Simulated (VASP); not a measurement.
# TaTl6 (Im-3m) in VASP: a series of runs, part 2 of 2

VASP 6.6.1. Earlier steps stand in the parts before.

### 3 Single point, PBE

This run uses another cell than the first one, of 42.27 Å³/atom, 1.054 times its volume.

Input file INCAR:

```
PREC = Accurate ; ENCUT = 520
EDIFF = 1E-7 ; ISMEAR = 0
SIGMA = 0.1 ; LREAL = False
LASPH = True ; NELM = 80
ALGO = Fast ; ISIF = 2
LWAVE = False ; LCHARG = False
GGA = PE ; NBANDS = 54
```

Input file KPOINTS:

```
regular mesh
0
Gamma
  4 4 4
```

Input file POSCAR:

```
TaTl6
1.0
   -4.1979248693      4.1979248693      4.1979248693
    4.1979248693     -4.1979248693      4.1979248693
    4.1979248693      4.1979248693     -4.1979248693
Ta Tl
1 6
Direct
    0.0000000000      0.0000000000      0.0000000000
    0.6734941330      0.6734941330      0.0000000000
    0.3265058670      0.3265058670      0.0000000000
    0.0000000000      0.3265058670      0.3265058670
    0.0000000000      0.6734941330      0.6734941330
    0.6734941330      0.0000000000      0.6734941330
    0.3265058670      0.0000000000      0.3265058670
```

Potentials or basis: VASP PAW PBE potentials, release 64 (Ta_pv, Tl_d).

Run with:

```console
$ cat potpaw_PBE.64/Ta_pv/POTCAR potpaw_PBE.64/Tl_d/POTCAR > POTCAR
$ mpirun -np 1 vasp_std > vasp.out
```

OUTCAR:

```text
PREC = Accurate
   ENCUT = 520
   EDIFF = 1E-7
   ISMEAR = 0
   LREAL = False
   LASPH = True
   NELM = 80
   ISIF = 2
   GGA = PE

 ion  position               nearest neighbor table
   1  0.000  0.000  0.000-   2 2.74   3 2.74   4 2.74   5 2.74   6 2.74   7 2.74
   2  0.673  0.673  0.000-   1 2.74   3 2.91   5 3.88   6 3.88   7 3.88   4 3.88
   3  0.327  0.327  0.000-   1 2.74   2 2.91   4 3.88   7 3.88   5 3.88   6 3.88
   4  0.000  0.327  0.327-   1 2.74   5 2.91   3 3.88   7 3.88   6 3.88   2 3.88
   5  0.000  0.673  0.673-   1 2.74   4 2.91   2 3.88   7 3.88   6 3.88   3 3.88
   6  0.673  0.000  0.673-   1 2.74   7 2.91   2 3.88   5 3.88   4 3.88   3 3.88
   7  0.327  0.000  0.327-   1 2.74   6 2.91   4 3.88   3 3.88   5 3.88   2 3.88

  LATTYP: Found a body centered cubic cell.
 ALAT       =     8.3958497386

  Lattice vectors:

 A1 = (  -4.1979248693,   4.1979248693,   4.1979248693)
 A2 = (   4.1979248693,  -4.1979248693,   4.1979248693)
 A3 = (   4.1979248693,   4.1979248693,  -4.1979248693)

Analysis of symmetry for initial positions (statically):
=====================================================================
 Subroutine PRICEL returns:
 Original cell was already a primitive cell.

 Routine SETGRP: Setting up the symmetry group for a
 body centered cubic supercell.

 Subroutine GETGRP returns: Found 48 space group operations
 (whereof 48 operations were pure point group operations)
 out of a pool of 48 trial point group operations.

The static configuration has the point symmetry O_h .

Analysis of symmetry for dynamics (positions and initial velocities):
=====================================================================
 Subroutine PRICEL returns:
 Original cell was already a primitive cell.

 Routine SETGRP: Setting up the symmetry group for a
 body centered cubic supercell.

 Subroutine GETGRP returns: Found 48 space group operations
 (whereof 48 operations were pure point group operations)
 out of a pool of 48 trial point group operations.

The dynamic configuration has the point symmetry O_h .

 Subroutine INISYM returns: Found 48 space group operations
 (whereof 48 operations are pure point group operations),
 and found     1 'primitive' translations

----------------------------------------------------------------------------------------

                                     Primitive cell

  volume of cell :     295.9130

  direct lattice vectors                    reciprocal lattice vectors
    -4.197924869  4.197924869  4.197924869     0.000000000  0.119106467  0.119106467
     4.197924869 -4.197924869  4.197924869     0.119106467  0.000000000  0.119106467
     4.197924869  4.197924869 -4.197924869     0.119106467  0.119106467  0.000000000

  length of vectors
     7.271019160  7.271019160  7.271019160     0.168441981  0.168441981  0.168441981

  position of ions in fractional coordinates (direct lattice)
     0.000000000  0.000000000  0.000000000
     0.673494133  0.673494133  0.000000000
     0.326505867  0.326505867  0.000000000
     0.000000000  0.326505867  0.326505867
     0.000000000  0.673494133  0.673494133
     0.673494133  0.000000000  0.673494133
[... 40 lines left out ...]
  0.000000  0.000000  0.000000      1.000000
  0.250000  0.000000  0.000000     12.000000
  0.500000  0.000000  0.000000      6.000000
  0.250000  0.250000  0.000000     24.000000
  0.250000  0.250000  0.250000      2.000000
 -0.250000  0.250000  0.250000      6.000000
  0.500000  0.500000  0.250000     12.000000
  0.500000  0.500000  0.500000      1.000000
   k-points           NKPTS =      8   k-points in BZ     NKDIM =      8   number of bands    NBANDS=     54
   number of dos      NEDOS =    301   number of ions     NIONS =      7
   total plane-waves  NPLWV = 157464
   dimension x,y,z NGX =    54 NGY =   54 NGZ =   54
   dimension x,y,z NGXF=   108 NGYF=  108 NGZF=  108
   ions per type =               1   6
   NGX,Y,Z   is equivalent  to a cutoff of  12.35, 12.35, 12.35 a.u.
   NGXF,Y,Z  is equivalent  to a cutoff of  24.69, 24.69, 24.69 a.u.
 SYSTEM =  unknown system
   PREC   = accura    normal or accurate (medium, high low for compatibility)
   ISTART =      0    job   : 0-new  1-cont  2-samecut
   ICHARG =      2    charge: 1-file 2-atom 10-const
   ISPIN  =      1    spin polarized calculation?
   LNONCOLLINEAR =      F non collinear calculations
   LSORBIT =      F    spin-orbit coupling
   LASPH  =      T    aspherical Exc in radial PAW
   ENCUT  =  520.0 eV  38.22 Ry    6.18 a.u.  13.52 13.52 13.52*2*pi/ulx,y,z
   NELM   =     80;   NELMIN=  2; NELMDL= -5     # of ELM steps
   EDIFF  = 0.1E-06   stopping-criterion for ELM
   LREAL  =      F    real-space projection
   EDIFFG = 0.1E-05   stopping-criterion for IOM
   NSW    =      0    number of steps for IOM
   IBRION =     -1    ionic relax: 0-MD 1-quasi-New 2-CG
   NFREE  =      0    steps in history (QN), initial steepest desc. (CG)
   ISIF   =      2    stress and relaxation
   ISYM   =      2    0-nonsym 1-usesym 2-fastsym
   POTIM  = 0.5000    time-step for ionic-motion
   TEBEG  =    0.0;   TEEND  =   0.0 temperature during run
   PSTRESS=    0.0 pullay stress
   NELECT =      89.0000    total number of electrons
   NUPDOWN=      -1.0000    fix difference up-down
   EMIN   =  10.00;   EMAX   =-10.00  energy-range for DOS
   EFERMI =   0.00;   METHOD = LEGACY
   ISMEAR =     0;   SIGMA  =   0.10  broadening in eV -4-tet -1-fermi 0-gaus
   EFERMI_NEDOS =   21; number of points for ismear=-14 and -15
   IALGO  =     68    algorithm
   IMIX   =      4    mixing-type and parameters
     AMIX     =   0.40;   BMIX     =  1.00
     AMIX_MAG =   1.60;   BMIX_MAG =  1.00
  volume/ion in A,a.u.               =      42.27       285.27
  Fermi-wavevector in a.u.,A,eV,Ry     =   1.096857  2.072760 16.369117  1.203096
  Thomas-Fermi vector in A             =   2.233207
   LORBIT       =      0    0 simple, 1 ext, 2 COOP (PROOUT), +10 PAW based schemes
   GGA     = PE    functional components
   LHFCALC =     F    Hartree Fock is set to
   AEXX    =    0.0000 exact exchange contribution
   IVDW    =     0    specifies the selected vdW correction
   LEPSILON=     F    determine dielectric tensor
   LRPA    =     F    only Hartree local field effects (RPA)
 non-spin polarized calculation
 RMM-DIIS sequential band-by-band and
 Gauss-broadening in eV      SIGMA  =   0.10
  energy-cutoff  :      520.00
  volume of cell :      295.91
 maximum number of plane-waves:      7994
   NGX = 27   NGY = 27   NGZ = 27

 number of electron      88.9999995 magnetization

 Free energy of the ion-electron system (eV)
  ---------------------------------------------------
  ext. energy  EPLUGINS =         0.00000000
  ---------------------------------------------------
  free energy    TOTEN  =       -21.08583008 eV

  energy without entropy =      -21.04131564  energy(sigma->0) =      -21.06357286

 E-fermi :   2.5030     XC(G=0):  -8.0455

 val. band max:        2.5017569714   @ k =   0.5000   0.5000   0.5000
 cond. band min:       2.5073415832   @ k =   0.2500   0.2500   0.0000
 fundamental gap:      0.0055846118
 Fermi energy:         2.5030078938

 k-point     1 :       0.0000    0.0000    0.0000
  band No.  band energies     occupation
      1     -31.5489      2.00000
      2     -31.5489      2.00000
      3     -31.5489      2.00000
      4      -9.2931      2.00000
      5      -9.2040      2.00000
      6      -9.2040      2.00000
[... 445 lines left out ...]
     53       6.2433      0.00000
     54       6.2433      0.00000

------------------------ aborting loop because EDIFF is reached ----------------------------------------

  FORCE on cell =-STRESS in cart. coord.  units (eV):
  Direction    XX          YY          ZZ          XY          YZ          ZX
  --------------------------------------------------------------------------------------
  -------------------------------------------------------------------------------------
  Total       -0.1349460     -0.1349460     -0.1349460      0.0000000     -0.0000000     -0.0000000
  in kB       -0.7306454     -0.7306454     -0.7306454      0.0000000     -0.0000000     -0.0000000
  external PRESSURE =      -0.7306454 kB  Pullay stress =       0.0000000 kB

 VOLUME and BASIS-vectors are now :
 -----------------------------------------------------------------------------
  energy-cutoff  :      520.00
  volume of cell :      295.91
      direct lattice vectors                 reciprocal lattice vectors
    -4.197924869  4.197924869  4.197924869     0.000000000  0.119106467  0.119106467
     4.197924869 -4.197924869  4.197924869     0.119106467  0.000000000  0.119106467
     4.197924869  4.197924869 -4.197924869     0.119106467  0.119106467  0.000000000

 POSITION                                       TOTAL-FORCE (eV/Angst)
 -----------------------------------------------------------------------------------
      0.00000      0.00000      0.00000        -0.000000     -0.000000     -0.000000
      0.00000      0.00000      5.65456        -0.000000     -0.000000     -0.006421
      0.00000      0.00000      2.74129        -0.000000     -0.000000      0.006421
      2.74129      0.00000      0.00000         0.006421      0.000000     -0.000000
      5.65456      0.00000      0.00000        -0.006421      0.000000     -0.000000
      0.00000      5.65456      0.00000         0.000000     -0.006421     -0.000000
      0.00000      2.74129      0.00000         0.000000      0.006421     -0.000000
 -----------------------------------------------------------------------------------
    total drift:                               -0.000000      0.000000      0.000000

  FREE ENERGIE OF THE ION-ELECTRON SYSTEM (eV)
  ---------------------------------------------------
  free  energy   TOTEN  =       -21.0858300773 eV

  energy  without entropy=      -21.0413156431  energy(sigma->0) =      -21.06357286
```

It took 2 min on 1 thread of Intel Xeon Platinum 8488C (Sapphire Rapids), shared host; peak memory 0.43 GiB.

What came out:

```yaml
Free_energy: -21.0858 eV
Pressure: -0.1 GPa
Largest_force: 0.006 eV/Å
```

Forces on the atoms (eV/Å):
```
Ta   0.000  0.000  0.000
Tl   0.000  0.000 -0.006
Tl   0.000  0.000  0.006
Tl   0.006  0.000  0.000
Tl  -0.006  0.000  0.000
Tl   0.000 -0.006  0.000
Tl   0.000  0.006  0.000
```

Caveat: spin-orbit coupling is left out, which moves the levels of the heavy elements.
